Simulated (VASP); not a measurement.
Input of a VASP 6.6.1 run:

Contents of POSCAR:

```
CdS
1.0
    4.1239034595      0.0000000000      0.0000000000
   -2.0619517298      3.5714051587      0.0000000000
    0.0000000000      0.0000000000      6.7094546134
Cd S
2 2
Direct
    0.3333333333      0.6666666667     -0.0007826610
    0.6666666667      0.3333333333      0.4992173390
    0.3333333333      0.6666666667      0.3757826610
    0.6666666667      0.3333333333      0.8757826610
```

File INCAR.step1:

```
SYSTEM = CdS
ALGO = Normal
EDIFF = 1E-8
ENCUT = 500
GGA = PE
ISMEAR = 0
LASPH = .TRUE.
LCHARG = .FALSE.
LREAL = .FALSE.
LWAVE = .TRUE.
NELM = 60
PREC = Accurate
SIGMA = 0.01
```

INCAR.step2

```
SYSTEM = CdS
ALGO = Exact
EDIFF = 1E-8
ENCUT = 500
GGA = PE
ISMEAR = 0
ISTART = 1
LASPH = .TRUE.
LCHARG = .FALSE.
LOPTICS = .TRUE.
LREAL = .FALSE.
LWAVE = .TRUE.
NBANDS = 178
NELM = 1
PREC = Accurate
SIGMA = 0.01
```

File INCAR.step3:

```
SYSTEM = CdS
ALGO = EVGW0
EDIFF = 1E-8
ENCUT = 500
ENCUTGW = 80.0
GGA = PE
ISMEAR = 0
ISTART = 1
LASPH = .TRUE.
LCHARG = .FALSE.
LREAL = .FALSE.
LWAVE = .FALSE.
NBANDS = 178
NBANDSGW = 26
NELMGW = 1
NOMEGA = 48
PREC = Accurate
PRECFOCK = Fast
SIGMA = 0.01
```

KPOINTS

```
k-points
0
G
  3 3 2
  0 0 0
```

Potentials or basis: VASP PAW PBE potentials, release 64 (Cd_GW, S_GW).

Launch:

```sh
$ cat potpaw_PBE.64/Cd_GW/POTCAR potpaw_PBE.64/S_GW/POTCAR > POTCAR
$ cp INCAR.step1 INCAR
$ mpirun -np 1 vasp_std > vasp.out
$ cp INCAR.step2 INCAR
$ mpirun -np 1 vasp_std > vasp.out
$ cp INCAR.step3 INCAR
$ mpirun -np 1 vasp_std > vasp.out
```

Question: Predict the quasiparticle gap.

Answer: 1.90 eV.

Question: Predict the least direct quasiparticle gap.

Answer: 1.90 eV.

Question: Estimate the band gap of the starting levels on the mesh.

Answer: 1.21 eV.

Caveat: the k points lie up to 0.59 Å⁻¹ apart; bands, screening cutoff and mesh are small and nothing is extrapolated, so the quasiparticle values aren't converged.
